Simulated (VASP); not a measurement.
# Ba (Fm-3m) in VASP: a series of runs

Runs on Ba. Level: LDA. Tasks: relaxation of cell and atoms.

Program: VASP 6.6.1. These are calculated values, not measurements. Logs are shortened: lines on timing, memory, paths and dates and some standing lists are left out, and cuts for length are marked.

## Step 1: The cell of the first run

The structure is cubic, space group Fm-3m (No. 225). The conventional cell has a = 5.980 Å, b = 5.980 Å, c = 5.980 Å, α = 90.00°, β = 90.00°, γ = 90.00°. Ba (site symmetry m-3m) has 12 Ba at 4.23 Å within 5.5 Å.

This isn't the form of Ba at room conditions, which is bcc.

## Step 2: Relaxation of cell and atoms, LDA, target pressure 4 GPa, at which the enthalpy is minimised

Contents of INCAR:

```
PREC = Accurate
ENCUT = 600
EDIFF = 1E-7
ISMEAR = -1
SIGMA = 0.1
LREAL = F
LASPH = T
NELM = 60
ALGO = Normal
ISIF = 3
LWAVE = F
LCHARG = F
GGA = CA
IBRION = 2
NSW = 100
EDIFFG = -0.002
PSTRESS = 40.0
```

Contents of KPOINTS:

```
Automatic mesh
0
Gamma
  16 16 16
```

Contents of POSCAR:

```
Ba
1.0
    0.0000000000      2.9901614304      2.9901614304
    2.9901614304      0.0000000000      2.9901614304
    2.9901614304      2.9901614304      0.0000000000
Ba
1
Direct
    0.0000000000      0.0000000000      0.0000000000
```

Potentials or basis: VASP PAW LDA potentials, release 64 (Ba_sv).

Started as:

```sh
$ cat potpaw_LDA.64/Ba_sv/POTCAR > POTCAR
$ mpirun -np 1 vasp_std > vasp.out
```

OUTCAR:

```text
PREC = Accurate
   ENCUT = 600
   EDIFF = 1E-7
   ISMEAR = -1
   LREAL = F
   LASPH = T
   NELM = 60
   ISIF = 3
   GGA = CA
   IBRION = 2
   NSW = 100
   EDIFFG = -0.002
   PSTRESS = 40.0

 ion  position               nearest neighbor table
   1  0.000  0.000  0.000-

  LATTYP: Found a face centered cubic cell.
 ALAT       =     5.9803228608

  Lattice vectors:

 A1 = (   0.0000000000,   2.9901614304,   2.9901614304)
 A2 = (   2.9901614304,   0.0000000000,   2.9901614304)
 A3 = (   2.9901614304,   2.9901614304,   0.0000000000)

Analysis of symmetry for initial positions (statically):
=====================================================================
 Subroutine PRICEL returns:
 Original cell was already a primitive cell.

 Routine SETGRP: Setting up the symmetry group for a
 face centered cubic supercell.

 Subroutine GETGRP returns: Found 48 space group operations
 (whereof 48 operations were pure point group operations)
 out of a pool of 48 trial point group operations.

The static configuration has the point symmetry O_h .

Analysis of symmetry for dynamics (positions and initial velocities):
=====================================================================
 Subroutine PRICEL returns:
 Original cell was already a primitive cell.

 Routine SETGRP: Setting up the symmetry group for a
 face centered cubic supercell.

 Subroutine GETGRP returns: Found 48 space group operations
 (whereof 48 operations were pure point group operations)
 out of a pool of 48 trial point group operations.

The dynamic configuration has the point symmetry O_h .

 Subroutine INISYM returns: Found 48 space group operations
 (whereof 48 operations are pure point group operations),
 and found     1 'primitive' translations

----------------------------------------------------------------------------------------

                                     Primitive cell

  volume of cell :      53.4705

  direct lattice vectors                    reciprocal lattice vectors
     0.000000000  2.990161430  2.990161430    -0.167215052  0.167215052  0.167215052
     2.990161430  0.000000000  2.990161430     0.167215052 -0.167215052  0.167215052
     2.990161430  2.990161430  0.000000000     0.167215052  0.167215052 -0.167215052

  length of vectors
     4.228726849  4.228726849  4.228726849     0.289624966  0.289624966  0.289624966

  position of ions in fractional coordinates (direct lattice)
     0.000000000  0.000000000  0.000000000

  ion indices of the primitive-cell ions
   primitive index   ion index
                 1           1

----------------------------------------------------------------------------------------

 KPOINTS: Automatic mesh

Automatic generation of k-mesh.
 Grid dimensions read from file:
 generate k-points for:   16   16   16

 Generating k-lattice:

  Cartesian coordinates                     Fractional coordinates (reciprocal lattice)
    -0.010450941  0.010450941  0.010450941     0.062500000  0.000000000  0.000000000
     0.010450941 -0.010450941  0.010450941     0.000000000  0.062500000  0.000000000
     0.010450941  0.010450941 -0.010450941     0.000000000  0.000000000  0.062500000

  Length of vectors
     0.018101560  0.018101560  0.018101560

  Shift w.r.t. Gamma in fractional coordinates (k-lattice)
     0.000000000  0.000000000  0.000000000

 Subroutine IBZKPT returns following result:
 ===========================================

 Found    145 irreducible k-points:

 Following reciprocal coordinates:
            Coordinates               Weight
  0.000000  0.000000  0.000000      1.000000
  0.062500  0.000000  0.000000      8.000000
  0.125000  0.000000  0.000000      8.000000
  0.187500  0.000000  0.000000      8.000000
  0.250000  0.000000  0.000000      8.000000
  0.312500  0.000000  0.000000      8.000000
[... 16 lines left out ...]
 -0.125000  0.062500  0.000000     24.000000
 -0.062500  0.062500  0.000000     12.000000
 [... further k-points ...]
   k-points           NKPTS =    145   k-points in BZ     NKDIM =    145   number of bands    NBANDS=      9
   number of dos      NEDOS =    301   number of ions     NIONS =      1
   total plane-waves  NPLWV =  46656
   dimension x,y,z NGX =    36 NGY =   36 NGZ =   36
   dimension x,y,z NGXF=    72 NGYF=   72 NGZF=   72
   ions per type =               1
   NGX,Y,Z   is equivalent  to a cutoff of  14.15, 14.15, 14.15 a.u.
   NGXF,Y,Z  is equivalent  to a cutoff of  28.31, 28.31, 28.31 a.u.
 SYSTEM =  unknown system
   PREC   = accura    normal or accurate (medium, high low for compatibility)
   ISTART =      0    job   : 0-new  1-cont  2-samecut
   ICHARG =      2    charge: 1-file 2-atom 10-const
   ISPIN  =      1    spin polarized calculation?
   LNONCOLLINEAR =      F non collinear calculations
   LSORBIT =      F    spin-orbit coupling
   LASPH  =      T    aspherical Exc in radial PAW
   ENCUT  =  600.0 eV  44.10 Ry    6.64 a.u.   8.45  8.45  8.45*2*pi/ulx,y,z
[... 32 lines left out ...]
 conjugate gradient relaxation of ions
 non-spin polarized calculation
  energy-cutoff  :      600.00
  volume of cell :       53.47
 maximum number of plane-waves:      1816
 NGX is ok and might be reduce to    36
   NGX = 17   NGY = 17   NGZ = 17

--------------------------------------- Ionic step        1  -------------------------------------------

 number of electron      10.0000000 magnetization

 Free energy of the ion-electron system (eV)
  ---------------------------------------------------
  ext. energy  EPLUGINS =         0.00000000
  ---------------------------------------------------
  free energy    TOTEN  =        -2.26256524 eV

  energy without entropy =       -2.21006363  energy(sigma->0) =       -2.23631444

------------------------ aborting loop because EDIFF is reached ----------------------------------------

  FORCE on cell =-STRESS in cart. coord.  units (eV):
  Direction    XX          YY          ZZ          XY          YZ          ZX
  --------------------------------------------------------------------------------------
  -------------------------------------------------------------------------------------
  Total        0.0415981      0.0415981      0.0415981     -0.0000000     -0.0000000     -0.0000000
  in kB        1.2464371      1.2464371      1.2464371     -0.0000000     -0.0000000     -0.0000000
  external PRESSURE =     -38.7535629 kB  Pullay stress =      40.0000000 kB
[... 26 lines left out ...]
 number of electron      10.0000000 magnetization

 number of electron       9.9999999 magnetization

 E-fermi :   2.8039     XC(G=0):  -8.8650

 val. band max:        2.7934447667   @ k =  -0.3750   0.3750   0.1875
 cond. band min:       2.8064620560   @ k =  -0.3125   0.3750   0.1875
 fundamental gap:      0.0130172893
 Fermi energy:         2.8039266759

 k-point     1 :       0.0000    0.0000    0.0000
  band No.  band energies     occupation
      1     -25.5527      2.00000
      2     -10.1137      2.00000
      3     -10.1137      2.00000
      4     -10.1137      2.00000
      5       0.0571      2.00000
      6       4.9060      0.00000
      7       4.9060      0.00000
      8       4.9060      0.00000
      9       7.2600      0.00000
[... 265 lines left out ...]
 k-point    24 :      -0.0625    0.0625    0.0000
  band No.  band energies     occupation
      1     -25.5352      2.00000
      2     -10.2582      2.00000
      3     -10.1533      2.00000
      4     -10.1216      2.00000
      5       0.3492      2.00000
      6       4.5916      0.00000
      7       5.0299      0.00000
      8       5.0634      0.00000
      9       6.8903      0.00000

 [... further k-points ...]
[... 5 lines left out ...]
  --------------------------------------------------------------------------------------
  -------------------------------------------------------------------------------------
  Total        0.6941449      0.6941449      0.6941449      0.0000000     -0.0000000      0.0000000
  in kB       25.2340161     25.2340161     25.2340161      0.0000000     -0.0000000      0.0000000
  external PRESSURE =     -14.7659839 kB  Pullay stress =      40.0000000 kB
[... 57 lines left out ...]
  energy  without entropy=       -2.0854155755  energy(sigma->0) =       -2.10909720

  enthalpy is  TOTEN    =        -1.1093736187 eV   P V=        1.0234052030

[... ionic steps 4 to 15 ...]

--------------------------------------- Ionic step       16  -------------------------------------------

 number of electron      10.0000000 magnetization

------------------------ aborting loop because EDIFF is reached ----------------------------------------
[... 69 lines left out ...]
--------------------------------------- Ionic step       18  -------------------------------------------

 number of electron      10.0000000 magnetization

 Free energy of the ion-electron system (eV)
  ---------------------------------------------------
  ext. energy  EPLUGINS =         0.00000000
  ---------------------------------------------------
  free energy    TOTEN  =        -2.12037081 eV

  energy without entropy =       -2.07316240  energy(sigma->0) =       -2.09676660

 E-fermi :   3.1952     XC(G=0):  -9.1923

 val. band max:        3.1938121875   @ k =  -0.3125   0.3125   0.0625
 cond. band min:       3.1997797397   @ k =  -0.4375   0.3750   0.0625
 fundamental gap:      0.0059675522
 Fermi energy:         3.1952198439

 k-point     1 :       0.0000    0.0000    0.0000
  band No.  band energies     occupation
      1     -25.1268      2.00000
      2      -9.5027      2.00000
      3      -9.5027      2.00000
      4      -9.5027      2.00000
      5       0.5434      2.00000
      6       5.3757      0.00000
      7       5.3757      0.00000
      8       5.3757      0.00000
      9       7.9615      0.00000
[... 265 lines left out ...]
 k-point    24 :      -0.0625    0.0625    0.0000
  band No.  band energies     occupation
      1     -25.1028      2.00000
      2      -9.6877      2.00000
      3      -9.5531      2.00000
      4      -9.5123      2.00000
      5       0.8715      2.00000
      6       5.0348      0.00000
      7       5.5095      0.00000
      8       5.5551      0.00000
      9       7.5412      0.00000

 [... further k-points ...]
[... 5 lines left out ...]
  --------------------------------------------------------------------------------------
  -------------------------------------------------------------------------------------
  Total        1.0100873      1.0100873      1.0100873     -0.0000000      0.0000000     -0.0000000
  in kB       39.9792376     39.9792376     39.9792376     -0.0000000      0.0000000     -0.0000000
  external PRESSURE =      -0.0207624 kB  Pullay stress =      40.0000000 kB
[... 20 lines left out ...]
  energy  without entropy=       -2.0731624001  energy(sigma->0) =       -2.09676660

  enthalpy is  TOTEN    =        -1.1097589050 eV   P V=        1.0106119028

 reached required accuracy - stopping structural energy minimisation
```

Run time: 11 min. Hardware: 1 thread of Intel Xeon 8259CL, shared host; peak memory 0.25 GiB.

What came out:

```
Free energy                                                : -2.1204 eV
Relaxed volume                                             : 40.48 Å³/atom
Relaxed cell                                               : a = 3.854 Å, b = 3.854 Å, c = 3.854 Å, α = 60.00°, β = 60.00°, γ = 60.00°
Space group after relaxing (to 0.1 Å)                      : Fm-3m (No. 225)
Energy change on relaxing (the run minimises the enthalpy) : +142.2 meV/atom
Ionic steps                                                : 18
Pressure after relaxing                                    : 4.0 GPa
Band gap on the k mesh                                     : zero (bands 5 and 6 overlap by 1.16 eV)
```

The path:
| step | energy change (eV) | largest force (eV/Å) | pressure (GPa) | volume (Å³) |
| --- | --- | --- | --- | --- |
| 1 | 0.0000 | 0.0000 | 0.12 | 53.47 |
| 2 | 0.0699 | 0.0000 | 2.52 | 44.07 |
| 3 | 0.1298 | 0.0000 | 3.76 | 40.99 |
| 4 | 0.1430 | 0.0000 | 4.04 | 40.45 |
| 5 | 0.1372 | 0.0000 | 3.90 | 40.68 |
| 6 | 0.1372 | 0.0000 | 3.90 | 40.68 |
| 7 | 0.1375 | 0.0000 | 3.91 | 40.67 |
| 8 | 0.1375 | 0.0000 | 3.91 | 40.67 |
| 9 | 0.1375 | 0.0000 | 3.90 | 40.67 |
| 10 | 0.1375 | 0.0000 | 3.92 | 40.67 |
| 11 | 0.1375 | 0.0000 | 3.90 | 40.67 |
| 12 | 0.1376 | 0.0000 | 3.91 | 40.67 |
| 13 | 0.1377 | 0.0000 | 3.91 | 40.66 |
| 14 | 0.1379 | 0.0000 | 3.92 | 40.65 |
| 15 | 0.1384 | 0.0000 | 3.92 | 40.63 |
| 16 | 0.1393 | 0.0000 | 3.94 | 40.59 |
| 17 | 0.1412 | 0.0000 | 3.98 | 40.52 |
| 18 | 0.1422 | 0.0000 | 4.00 | 40.48 |

Final structure:
```yaml
crystal:
  lattice:
    - [0.00000, 2.72522, 2.72522]
    - [2.72522, 0.00000, 2.72522]
    - [2.72522, 2.72522, 0.00000]
  atoms:
    - { symbol: Ba, position: [0.00000, 0.00000, 0.00000] }
```

Levels at points of the mesh, in eV from the Fermi level:
```
           k point  band 3  band 4  band 5  band 6  band 7  band 8
(0.00, 0.00, 0.00)  -12.70  -12.70   -2.65    2.18    2.18    2.18
(0.50, 0.00, 0.00)  -12.91  -12.91   -1.16    1.93    1.93    3.09
(0.50, 0.50, 0.00)  -13.30  -13.30   -1.49   -0.80    4.71    6.92
```

Caveat: the cell is relaxed towards a set pressure, so the run minimises the enthalpy, not the energy; the volume moved by over 15 % at a fixed basis, so the end points are rough; spin-orbit coupling is left out, which moves the levels of the heavy elements.

## Step 3: Relaxation of cell and atoms, LDA, target pressure 7 GPa, at which the enthalpy is minimised

Contents of INCAR:

```
ALGO = Normal
EDIFF = 1E-6
EDIFFG = -0.002
ENCUT = 600
GGA = CA
IBRION = 2
ISIF = 3
ISMEAR = -1
LASPH = True
LCHARG = False
LREAL = False
LWAVE = False
NELM = 60
NSW = 100
PREC = Accurate
PSTRESS = 70.0
SIGMA = 0.1
```

Contents of KPOINTS:

```
k-points
0
Gamma
  16 16 16
```

POSCAR is that of step 2.

Potentials or basis: VASP PAW LDA potentials, release 64 (Ba_sv).

Started as:

```sh
$ cat potpaw_LDA.64/Ba_sv/POTCAR > POTCAR
$ mpirun -np 1 vasp_std > vasp.out
```

Wall time 4.7 min (1 thread of Intel Xeon 8259CL, shared host); peak memory 0.25 GiB.

It converged, with:

```
Free energy                                                : -1.9566 eV
Relaxed volume                                             : 35.60 Å³/atom
Relaxed cell                                               : a = 3.692 Å, b = 3.692 Å, c = 3.692 Å, α = 60.00°, β = 60.00°, γ = 60.00°
Space group after relaxing (to 0.1 Å)                      : Fm-3m (No. 225)
Energy change on relaxing (the run minimises the enthalpy) : +306.0 meV/atom
Ionic steps                                                : 5
Pressure after relaxing                                    : 7.0 GPa
Band gap on the k mesh                                     : zero (bands 5 and 6 overlap by 1.56 eV)
```

Step by step:
```csv
step,energy change (eV),largest force (eV/Å),pressure (GPa),volume (Å³)
1,0.0000,0.0000,0.12,53.47
2,0.2275,0.0000,5.57,37.60
3,0.2982,0.0000,6.86,35.78
4,0.3116,0.0000,7.11,35.47
5,0.3060,0.0000,6.99,35.60
```

Final structure:
```cif
data_structure
_symmetry_space_group_name_H-M 'P 1'
_symmetry_Int_Tables_number 1
_cell_length_a 3.6923
_cell_length_b 3.6923
_cell_length_c 3.6923
_cell_angle_alpha 60.000
_cell_angle_beta 60.000
_cell_angle_gamma 60.000
_cell_volume 35.60
loop_
_atom_site_label
_atom_site_type_symbol
_atom_site_fract_x
_atom_site_fract_y
_atom_site_fract_z
_atom_site_occupancy
Ba1 Ba 0.00000 0.00000 0.00000 1
```

Levels at points of the mesh, in eV from the Fermi level:
```csv
k point,band 3,band 4,band 5,band 6,band 7,band 8
"(0.00, 0.00, 0.00)",-12.36,-12.36,-2.42,2.28,2.28,2.28
"(0.50, 0.00, 0.00)",-12.65,-12.65,-1.23,1.98,1.98,3.92
"(0.50, 0.50, 0.00)",-13.19,-13.19,-1.80,-1.09,5.86,7.78
```

Caveat: the cell is relaxed towards a set pressure, so the run minimises the enthalpy, not the energy; the volume moved by over 15 % at a fixed basis, so the end points are rough; spin-orbit coupling is left out, which moves the levels of the heavy elements.

## Step 4: Relaxation of cell and atoms, LDA, target pressure 10 GPa, at which the enthalpy is minimised

Contents of INCAR:

```
SYSTEM = Ba
ALGO = Normal ; EDIFF = 1E-6
EDIFFG = -0.002 ; ENCUT = 600
IBRION = 2 ; ISIF = 3
ISMEAR = -1 ; LASPH = .TRUE.
LCHARG = .FALSE. ; LREAL = .FALSE.
LWAVE = .FALSE. ; NELM = 100
NSW = 100 ; PREC = Accurate
PSTRESS = 100.0 ; SIGMA = 0.1
```

Contents of KPOINTS:

```
k-points
0
G
  16 16 16
  0 0 0
```

POSCAR is that of step 3.

Started as:

```sh
$ cat potpaw_LDA.64/Ba_sv/POTCAR > POTCAR
$ mpirun -np 1 vasp_std > vasp.out
```

Wall time 9.8 min (1 thread of Intel Xeon 8259CL, shared host); peak memory 0.26 GiB.

It converged, with:

- Free energy: -1.7899 eV
- Relaxed volume: 32.41 Å³/atom
- Relaxed cell: a = 3.579 Å, b = 3.579 Å, c = 3.579 Å, α = 60.00°, β = 60.00°, γ = 60.00°
- Space group after relaxing (to 0.1 Å): Fm-3m (No. 225)
- Energy change on relaxing (the run minimises the enthalpy): +472.7 meV/atom
- Ionic steps: 18
- Pressure after relaxing: 10.0 GPa
- Band gap on the k mesh: zero (bands 5 and 6 overlap by 2.10 eV)

The path:
```tsv
step	energy change (eV)	largest force (eV/Å)	pressure (GPa)	volume (Å³)
1	0.0000	0.0000	0.12	53.47
2	0.5124	0.0000	10.75	31.80
3	0.4737	0.0000	10.02	32.40
4	0.4519	0.0000	9.62	32.75
5	0.4524	0.0000	9.63	32.75
6	0.4540	0.0000	9.65	32.72
7	0.4540	0.0000	9.65	32.72
8	0.4541	0.0000	9.67	32.72
9	0.4542	0.0000	9.64	32.72
10	0.4544	0.0000	9.63	32.71
11	0.4550	0.0000	9.67	32.70
12	0.4560	0.0000	9.69	32.69
13	0.4580	0.0000	9.72	32.65
14	0.4620	0.0000	9.82	32.59
15	0.4702	0.0000	9.96	32.45
16	0.4722	0.0000	9.99	32.42
17	0.4736	0.0000	10.03	32.40
18	0.4727	0.0000	10.01	32.41
```

Final structure:
```xyz
1
Lattice="0.0000 2.5307 2.5307 2.5307 0.0000 2.5307 2.5307 2.5307 0.0000" Properties=species:S:1:pos:R:3 pbc="T T T"
Ba    0.0000    0.0000    0.0000
```

Levels at points of the mesh, in eV from the Fermi level:
| k point | band 1 | band 2 | band 3 | band 4 | band 5 | band 6 | band 7 | band 8 | band 9 |
| --- | --- | --- | --- | --- | --- | --- | --- | --- | --- |
| (0.00, 0.00, 0.00) | -28.47 | -12.10 | -12.10 | -12.10 | -2.17 | 2.33 | 2.33 | 2.33 | 5.62 |
| (0.50, 0.00, 0.00) | -27.93 | -15.03 | -12.46 | -12.46 | -1.29 | 1.99 | 1.99 | 4.55 | 7.91 |
| (0.50, 0.50, 0.00) | -27.75 | -14.80 | -13.15 | -13.15 | -2.06 | -1.35 | 6.82 | 8.45 | 9.27 |

Caveat: the cell is relaxed towards a set pressure, so the run minimises the enthalpy, not the energy; the volume moved by over 15 % at a fixed basis, so the end points are rough; spin-orbit coupling is left out, which moves the levels of the heavy elements.

## Step 5: Overview

```tsv
cell	gap on the mesh (eV)	pressure (GPa)
relaxed to 4 GPa	none	4.0
relaxed to 7 GPa	none	7.0
relaxed to 10 GPa	none	10.0
```

Alike in all rows: task relaxation of cell and atoms; level LDA; potentials or basis VASP PAW LDA potentials, release 64 (Ba_sv); no spin polarisation; k mesh 16 × 16 × 16; cutoff (eV) 600; smearing fermi-dirac 0.1 eV.

Caveats: the cell is relaxed towards a set pressure, so the run minimises the enthalpy, not the energy; the volume moved by over 15 % at a fixed basis, so the end points are rough; spin-orbit coupling is left out, which moves the levels of the heavy elements.

Absolute energies hang on the potentials; compare differences alone.
